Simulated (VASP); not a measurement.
Write the native input for VASP 6.6.1 that does the following.

- Task: single point
- Functional: HSE06
- Potentials or basis: VASP PAW PBE potentials, release 64 (Ga_d, Sb_d_GW)
- Cutoff: 400 eV
- k mesh: 4 × 4 × 4
- Occupations: fermi-dirac, width 0.2 eV
- Spin: no spin polarisation
- Dipole correction: no
- Grid for exact exchange (PRECFOCK): Normal
- Further INCAR settings: ALGO = Normal; EDIFF = 1e-06; NBANDS = 21
- Share of exact exchange: 0.25
- Screening parameter: 0.2079 1/Å

The system is GaSb.

```xyz
2
Lattice="0.0000 3.0659 3.0659 3.0659 0.0000 3.0659 3.0659 3.0659 0.0000" Properties=species:S:1:pos:R:3 pbc="T T T"
Ga    0.0000    0.0000    0.0000
Sb    1.5329    1.5329    1.5329
```

The input as run:

POSCAR

```
GaSb
1.0
    0.0000000000      3.0658787993      3.0658787993
    3.0658787993      0.0000000000      3.0658787993
    3.0658787993      3.0658787993      0.0000000000
Ga Sb
1 1
Direct
    0.0000000000      0.0000000000      0.0000000000
    0.2500000000      0.2500000000      0.2500000000
```

INCAR.step1

```
  PREC = Accurate
  ENCUT = 400
  EDIFF = 1E-5
  ISMEAR = -1
  SIGMA = 0.2
  LREAL = False
  LASPH = True
  NELM = 120
  ALGO = Normal
  ISIF = 2
  LWAVE = True
  GGA = PE
  NBANDS = 21
  GGA_COMPAT = False
```

INCAR.step2

```
  PREC = Accurate
  ENCUT = 400
  EDIFF = 1E-6
  ISMEAR = -1
  SIGMA = 0.2
  LREAL = False
  LASPH = True
  NELM = 120
  ALGO = Normal
  ISIF = 2
  LWAVE = False
  LCHARG = True
  GGA = PE
  LHFCALC = True
  HFSCREEN = 0.2079
  PRECFOCK = Normal
  LELF = True
  LVHAR = True
  ISTART = 1
  NBANDS = 21
  GGA_COMPAT = False
```

KPOINTS

```
Automatic mesh
0
Gamma
  4 4 4
```

Potentials or basis: VASP PAW PBE potentials, release 64 (Ga_d, Sb_d_GW).

Command:

```console
$ cat potpaw_PBE.64/Ga_d/POTCAR potpaw_PBE.64/Sb_d_GW/POTCAR > POTCAR
$ cp INCAR.step1 INCAR
$ mpirun -np 1 vasp_std > vasp.out
$ cp INCAR.step2 INCAR
$ mpirun -np 1 vasp_std > vasp.out
```

It gave:

```
Pressure               : 0.2 GPa
Band gap on the k mesh : 0.80 eV
```

Caveat: the k points lie up to 0.44 Å⁻¹ apart; the PAW data sets were made with another functional, which shifts forces and pressure a little; spin-orbit coupling is left out, which moves the levels of the heavy elements.

Run time: 9.8 min on 1 thread of Intel(R) Xeon(R) 6975P-C (Granite Rapids) (shared host), peak memory 0.29 GiB.
